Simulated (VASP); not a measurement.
# Mn3O4 (I4_1/amd) in VASP: single point with LDA

Aim: the single point of Mn3O4 with LDA.

Program: VASP 6.6.1. These are calculated values, not measurements. Logs are shortened: lines on timing, memory, paths and dates and some standing lists are left out, and cuts for length are marked.

## 1. The cell of the first run

The structure is tetragonal, space group I4_1/amd (No. 141). Conventional cell: a = 5.765 Å, b = 5.765 Å, c = 9.442 Å, α = 90.00°, β = 90.00°, γ = 90.00°. Within 2.7 Å of Mn (site symmetry -4m2) lie 4 O at 2.04 Å. Within 2.6 Å of Mn (site symmetry 2/m) lie 6 O at 1.93 to 2.28 Å. O (site symmetry m) has 4 Mn at 1.93 to 2.28 Å and 1 O at 2.56 Å within 2.6 Å.

## 2. Single point, LDA, collinear spin, ferrimagnetic start

File INCAR:

```
SYSTEM = Mn3O4
PREC = Accurate
ENCUT = 520
EDIFF = 1E-6
ISMEAR = 0
SIGMA = 0.02
LREAL = .False.
LASPH = .True.
NELM = 150
ALGO = Normal
ISIF = 2
LWAVE = .False.
LCHARG = .False.
ISPIN = 2
MAGMOM = -5 -5 4 4 4 4 0 0 0 0 0 0 0 0
LORBIT = 11
LMAXMIX = 4
NBANDS = 80
```

File KPOINTS:

```
Automatic mesh
0
Gamma
  5 5 5
  0 0 0
```

File POSCAR:

```
Mn3O4
1.0
   -2.8825000000      2.8825000000      4.7210000000
    2.8825000000     -2.8825000000      4.7210000000
    2.8825000000      2.8825000000     -4.7210000000
Mn O
6 8
Direct
    0.0000000000      0.0000000000      0.0000000000
    0.7500000000      0.2500000000      0.5000000000
    0.8750000000      0.6250000000      0.2500000000
    0.3750000000      0.6250000000      0.2500000000
    0.3750000000      0.6250000000      0.7500000000
    0.3750000000      0.1250000000      0.7500000000
    0.6061000000      0.3839000000      0.2222000000
    0.1339000000      0.4117000000      0.2778000000
    0.1617000000      0.3839000000      0.7778000000
    0.1339000000      0.8561000000      0.7222000000
    0.1439000000      0.8661000000      0.2778000000
    0.6161000000      0.3939000000      0.7778000000
    0.5883000000      0.8661000000      0.7222000000
    0.6161000000      0.8383000000      0.2222000000
```

Potentials or basis: VASP PAW LDA potentials, release 64 (Mn_pv, O).

Run with:

```bash
cat potpaw_LDA.64/Mn_pv/POTCAR potpaw_LDA.64/O/POTCAR > POTCAR
mpirun -np 1 vasp_std > vasp.out
```

OUTCAR:

```text
SYSTEM = Mn3O4
   PREC = Accurate
   ENCUT = 520
   EDIFF = 1E-6
   ISMEAR = 0
   LREAL = .False.
   LASPH = .True.
   NELM = 150
   ISIF = 2
   ISPIN = 2
   LORBIT = 11

 ion  position               nearest neighbor table
   1  0.000  0.000  0.000-  10 2.04  11 2.04   8 2.04  13 2.04
   2  0.750  0.250  0.500-   7 2.04  12 2.04   9 2.04  14 2.04
   3  0.875  0.625  0.250-   8 1.93  14 1.93  12 1.93  10 1.93   7 2.28  11 2.28   5 2.88   5 2.88
                             6 3.12   4 3.12   4 3.12   6 3.12
   4  0.375  0.625  0.250-   7 1.93  11 1.93   9 1.93  13 1.93   8 2.28  14 2.28   6 2.88   6 2.88
                             3 3.12   5 3.12   5 3.12   3 3.12
   5  0.375  0.625  0.750-  10 1.93  12 1.93   8 1.93  14 1.93  13 2.28   9 2.28   3 2.88   3 2.88
                             6 3.12   4 3.12   6 3.12   4 3.12
   6  0.375  0.125  0.750-   9 1.93  13 1.93  11 1.93   7 1.93  12 2.28  10 2.28   4 2.88   4 2.88
                             5 3.12   5 3.12   3 3.12   3 3.12
   7  0.606  0.384  0.222-   4 1.93   6 1.93   2 2.04   3 2.28
   8  0.134  0.412  0.278-   3 1.93   5 1.93   1 2.04   4 2.28
   9  0.162  0.384  0.778-   6 1.93   4 1.93   2 2.04   5 2.28
  10  0.134  0.856  0.722-   3 1.93   5 1.93   1 2.04   6 2.28
  11  0.144  0.866  0.278-   4 1.93   6 1.93   1 2.04   3 2.28
  12  0.616  0.394  0.778-   3 1.93   5 1.93   2 2.04   6 2.28
  13  0.588  0.866  0.722-   6 1.93   4 1.93   1 2.04   5 2.28
  14  0.616  0.838  0.222-   3 1.93   5 1.93   2 2.04   4 2.28

  LATTYP: Found a body centered tetragonal cell.
 ALAT       =     5.7650000000
 C/A-ratio  =     1.6378143972

  Lattice vectors:

 A1 = (  -2.8825000000,   2.8825000000,   4.7210000000)
 A2 = (   2.8825000000,  -2.8825000000,   4.7210000000)
 A3 = (   2.8825000000,   2.8825000000,  -4.7210000000)

Analysis of symmetry for initial positions (statically):
=====================================================================
 Subroutine PRICEL returns:
 Original cell was already a primitive cell.

 Routine SETGRP: Setting up the symmetry group for a
 body centered tetragonal supercell.

 Subroutine GETGRP returns: Found 16 space group operations
 (whereof  8 operations were pure point group operations)
 out of a pool of 16 trial point group operations.

The static configuration has the point symmetry D_2d.
 The point group associated with its full space group is D_4h.

Analysis of symmetry for dynamics (positions and initial velocities):
=====================================================================
 Subroutine PRICEL returns:
 Original cell was already a primitive cell.

 Routine SETGRP: Setting up the symmetry group for a
 body centered tetragonal supercell.

 Subroutine GETGRP returns: Found 16 space group operations
 (whereof  8 operations were pure point group operations)
 out of a pool of 16 trial point group operations.

The dynamic configuration has the point symmetry D_2d.
 The point group associated with its full space group is D_4h.

Analysis of structural, dynamic, and magnetic symmetry:
=====================================================================
 Subroutine PRICEL returns:
 Original cell was already a primitive cell.

 Routine SETGRP: Setting up the symmetry group for a
 body centered tetragonal supercell.

 Subroutine GETGRP returns: Found 16 space group operations
 (whereof  8 operations were pure point group operations)
 out of a pool of 16 trial point group operations.

The overall configuration has the point symmetry D_2d.
 The point group associated with its full space group is D_4h.

 Subroutine INISYM returns: Found 16 space group operations
 (whereof  8 operations are pure point group operations),
 and found     1 'primitive' translations

----------------------------------------------------------------------------------------

                                     Primitive cell

  volume of cell :     156.9035

  direct lattice vectors                    reciprocal lattice vectors
    -2.882500000  2.882500000  4.721000000     0.000000000  0.173460538  0.105909765
     2.882500000 -2.882500000  4.721000000     0.173460538  0.000000000  0.105909765
     2.882500000  2.882500000 -4.721000000     0.173460538  0.173460538  0.000000000

  length of vectors
     6.237423627  6.237423627  6.237423627     0.203237389  0.203237389  0.245310245

  position of ions in fractional coordinates (direct lattice)
     0.000000000  0.000000000  0.000000000
     0.750000000  0.250000000  0.500000000
     0.875000000  0.625000000  0.250000000
     0.375000000  0.625000000  0.250000000
     0.375000000  0.625000000  0.750000000
     0.375000000  0.125000000  0.750000000
     0.606100000  0.383900000  0.222200000
     0.133900000  0.411700000  0.277800000
     0.161700000  0.383900000  0.777800000
     0.133900000  0.856100000  0.722200000
     0.143900000  0.866100000  0.277800000
     0.616100000  0.393900000  0.777800000
[... 68 lines left out ...]
   total plane-waves  NPLWV = 110592
   dimension x,y,z NGX =    48 NGY =   48 NGZ =   48
   dimension x,y,z NGXF=    96 NGYF=   96 NGZF=   96
   ions per type =               6   8
   NGX,Y,Z   is equivalent  to a cutoff of  12.79, 12.79, 12.79 a.u.
   NGXF,Y,Z  is equivalent  to a cutoff of  25.59, 25.59, 25.59 a.u.
 SYSTEM =  Mn3O4
   PREC   = accura    normal or accurate (medium, high low for compatibility)
   ISTART =      0    job   : 0-new  1-cont  2-samecut
   ICHARG =      2    charge: 1-file 2-atom 10-const
   ISPIN  =      2    spin polarized calculation?
   LNONCOLLINEAR =      F non collinear calculations
   LSORBIT =      F    spin-orbit coupling
   LASPH  =      T    aspherical Exc in radial PAW
   ENCUT  =  520.0 eV  38.22 Ry    6.18 a.u.  11.60 11.60 11.60*2*pi/ulx,y,z
   NELM   =    150;   NELMIN=  2; NELMDL= -5     # of ELM steps
   EDIFF  = 0.1E-05   stopping-criterion for ELM
   LREAL  =      F    real-space projection
   EDIFFG = 0.1E-04   stopping-criterion for IOM
   NSW    =      0    number of steps for IOM
   IBRION =     -1    ionic relax: 0-MD 1-quasi-New 2-CG
   NFREE  =      0    steps in history (QN), initial steepest desc. (CG)
   ISIF   =      2    stress and relaxation
   ISYM   =      2    0-nonsym 1-usesym 2-fastsym
   POTIM  = 0.5000    time-step for ionic-motion
   TEBEG  =    0.0;   TEEND  =   0.0 temperature during run
   PSTRESS=    0.0 pullay stress
   NELECT =     126.0000    total number of electrons
   NUPDOWN=      -1.0000    fix difference up-down
   EMIN   =  10.00;   EMAX   =-10.00  energy-range for DOS
   EFERMI =   0.00;   METHOD = LEGACY
   ISMEAR =     0;   SIGMA  =   0.02  broadening in eV -4-tet -1-fermi 0-gaus
   EFERMI_NEDOS =   21; number of points for ismear=-14 and -15
   IALGO  =     38    algorithm
   IMIX   =      4    mixing-type and parameters
     AMIX     =   0.40;   BMIX     =  1.00
     AMIX_MAG =   1.60;   BMIX_MAG =  1.00
  volume/ion in A,a.u.               =      11.21        75.63
  Fermi-wavevector in a.u.,A,eV,Ry     =   1.521671  2.875542 31.504060  2.315483
  Thomas-Fermi vector in A             =   2.630355
   LORBIT       =     11    0 simple, 1 ext, 2 COOP (PROOUT), +10 PAW based schemes
   GGA     = CA    functional components
   LHFCALC =     F    Hartree Fock is set to
   AEXX    =    0.0000 exact exchange contribution
   IVDW    =     0    specifies the selected vdW correction
   LEPSILON=     F    determine dielectric tensor
   LRPA    =     F    only Hartree local field effects (RPA)
 spin polarized calculation
 Gauss-broadening in eV      SIGMA  =   0.02
  energy-cutoff  :      520.00
  volume of cell :      156.90
 maximum number of plane-waves:      4257
 NGX is ok and might be reduce to    48
   NGX = 23   NGY = 23   NGZ = 23

 number of electron     125.9999945 magnetization       6.0003993

 Free energy of the ion-electron system (eV)
  ---------------------------------------------------
  ext. energy  EPLUGINS =         0.00000000
  ---------------------------------------------------
  free energy    TOTEN  =      -125.83348223 eV

  energy without entropy =     -125.83348167  energy(sigma->0) =     -125.83348195

 E-fermi :   5.4225     XC(G=0): -11.8302

 val. band max:        5.3692841519   @ k =   0.4000   0.0000  -0.0000
 cond. band min:       5.4678432886   @ k =   0.0000   0.0000   0.0000
 fundamental gap:      0.0985591368
 Fermi energy:         5.4224989476

 spin component 1

 k-point     1 :       0.0000    0.0000    0.0000
  band No.  band energies     occupation
      1     -44.7017      1.00000
      2     -44.6870      1.00000
      3     -44.6475      1.00000
      4     -44.6475      1.00000
      5     -44.6379      1.00000
      6     -44.6217      1.00000
[... 1393 lines left out ...]
     74       7.6422      0.00000
     75       7.6422      0.00000
 Fermi energy:         5.4224989476

 spin component 2

 k-point     1 :       0.0000    0.0000    0.0000
  band No.  band energies     occupation
      1     -43.8213      1.00000
      2     -43.8213      1.00000
      3     -43.8198      1.00000
      4     -43.8198      1.00000
      5     -43.7888      1.00000
      6     -43.7865      1.00000
[... 1393 lines left out ...]
     74       7.6369      0.00000
     75       7.6820      0.00000
 [bands above 75 left out]

------------------------ aborting loop because EDIFF is reached ----------------------------------------

  FORCE on cell =-STRESS in cart. coord.  units (eV):
  Direction    XX          YY          ZZ          XY          YZ          ZX
  --------------------------------------------------------------------------------------
  -------------------------------------------------------------------------------------
  Total      -13.2272296    -13.2272296    -10.7030468      0.0000000      0.0000000      0.0000000
  in kB     -135.0662532   -135.0662532   -109.2912479      0.0000000      0.0000000      0.0000000
  external PRESSURE =    -126.4745847 kB  Pullay stress =       0.0000000 kB

 VOLUME and BASIS-vectors are now :
 -----------------------------------------------------------------------------
  energy-cutoff  :      520.00
  volume of cell :      156.90
      direct lattice vectors                 reciprocal lattice vectors
    -2.882500000  2.882500000  4.721000000     0.000000000  0.173460538  0.105909765
     2.882500000 -2.882500000  4.721000000     0.173460538  0.000000000  0.105909765
     2.882500000  2.882500000 -4.721000000     0.173460538  0.173460538  0.000000000

 POSITION                                       TOTAL-FORCE (eV/Angst)
 -----------------------------------------------------------------------------------
      0.00000      0.00000      0.00000        -0.000000      0.000000      0.000000
      0.00000      2.88250      2.36050        -0.000000      0.000000      0.000000
      0.00000      1.44125      5.90125        -0.000000      0.000000      0.000000
      1.44125     -0.00000      3.54075        -0.000000      0.000000      0.000000
      2.88250      1.44125      1.18025        -0.000000      0.000000      0.000000
      1.44125      2.88250     -1.18025        -0.000000      0.000000      0.000000
      0.00000      1.28098      3.62478        -0.000000      0.285821     -0.419141
      1.60152     -0.00000      1.26428        -0.285821      0.000000     -0.419141
      2.88250      1.60152     -1.09622        -0.000000     -0.285821     -0.419141
      4.16348      0.00000      1.26428         0.285821     -0.000000     -0.419141
      2.88250     -1.28098      3.45672         0.000000     -0.285821      0.419141
      1.60152      2.88250      1.09622        -0.285821      0.000000      0.419141
      2.88250      1.28098      3.45672        -0.000000      0.285821      0.419141
      1.28098      0.00000      5.81722         0.285821     -0.000000      0.419141
 -----------------------------------------------------------------------------------
    total drift:                                0.000000     -0.000000      0.000000

  FREE ENERGIE OF THE ION-ELECTRON SYSTEM (eV)
  ---------------------------------------------------
  free  energy   TOTEN  =      -125.8334822346 eV

  energy  without entropy=     -125.8334816661  energy(sigma->0) =     -125.83348195

 total charge

# of ion       s       p       d       tot
------------------------------------------
    1        0.234   6.209   4.975  11.418
    2        0.234   6.209   4.975  11.418
    3        0.295   6.332   4.949  11.576
    4        0.295   6.332   4.949  11.576
    5        0.295   6.332   4.949  11.576
    6        0.295   6.332   4.949  11.576
    7        1.551   3.428   0.000   4.979
    8        1.551   3.428   0.000   4.979
    9        1.551   3.428   0.000   4.979
   10        1.551   3.428   0.000   4.979
   11        1.551   3.428   0.000   4.979
   12        1.551   3.428   0.000   4.979
   13        1.551   3.428   0.000   4.979
   14        1.551   3.428   0.000   4.979
--------------------------------------------------
tot         14.057  65.166  29.747 108.970

 magnetization (x)

# of ion       s       p       d       tot
------------------------------------------
    1       -0.009  -0.034  -3.993  -4.036
    2       -0.009  -0.034  -3.993  -4.036
    3        0.032   0.018   3.366   3.416
    4        0.032   0.018   3.366   3.416
    5        0.032   0.018   3.366   3.416
    6        0.032   0.018   3.366   3.416
    7        0.005   0.039   0.000   0.043
    8        0.005   0.039   0.000   0.043
    9        0.005   0.039   0.000   0.043
   10        0.005   0.039   0.000   0.043
   11        0.005   0.039   0.000   0.043
   12        0.005   0.039   0.000   0.043
   13        0.005   0.039   0.000   0.043
   14        0.005   0.039   0.000   0.043
--------------------------------------------------
tot          0.147   0.316   5.479   5.942
```

Wall time 20 min (1 thread of Oxide Virtual Turin-like, shared host); peak memory 0.43 GiB.

What came out:

- Free energy: -125.8335 eV
- Pressure: -12.6 GPa
- Largest force: 0.507 eV/Å
- Band gap on the k mesh: 0.10 eV (least direct gap 0.12 eV)
- Net moment: 6.00 μB per cell
- Site moments: Mn -4.04, +3.42 (each value once); O +0.04 μB
- Valence electrons inside the program's atomic spheres: Mn 11.42, 11.58 (each value once); O 4.98

Forces in eV/Å, atoms in the order of the input:
```
Mn   0.000  0.000  0.000
Mn   0.000  0.000  0.000
Mn   0.000  0.000  0.000
Mn   0.000  0.000  0.000
Mn   0.000  0.000  0.000
Mn   0.000  0.000  0.000
O    0.000  0.286 -0.419
O   -0.286  0.000 -0.419
O    0.000 -0.286 -0.419
O    0.286  0.000 -0.419
O    0.000 -0.286  0.419
O   -0.286  0.000  0.419
O    0.000  0.286  0.419
O    0.286  0.000  0.419
```

Caveat: the cell stands under tension; an odd mesh through Γ misses points on the zone boundary, where band edges can lie.
